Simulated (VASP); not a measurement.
Runs of VASP 6.6.1 on Ta4N. The structure is that of space group Pm-3m (No. 221), or close to it. The cells are those of the table. 

```tsv
task	cell	k mesh	cutoff (eV)	gap on the mesh (eV)	pressure (GPa)	relaxed volume (Å³/atom)
relaxation of cell and atoms	relaxed from a = 4.858 Å, 5 atoms	8 × 8 × 8	600	none	0.0	23.17
relaxation of cell and atoms	relaxed from a = 4.164 Å, 5 atoms	4 × 4 × 4	600	none	0.0	22.96
single point	a = 4.858 Å, 5 atoms	4 × 4 × 4	520	none	(a)	-
single point	a = 4.871 Å, 5 atoms	8 × 8 × 8	520	none	0.3	-
```

Alike in all rows: level PBE; potentials or basis VASP PAW PBE potentials, release 64 (Ta_pv, N); no spin polarisation; smearing gaussian 0.1 eV.

Estimate the missing entries.

(a) 0.4.

Caveats: some runs use coarse meshes; spin-orbit coupling is left out, which moves the levels of the heavy elements; the volume moved by over 15 % at a fixed basis, so the end points are rough (some runs).

A k mesh can miss the band edges, and the runs leave out spin-orbit coupling on Ta.

A gap of «none» marks levels without a gap at the run's occupations.
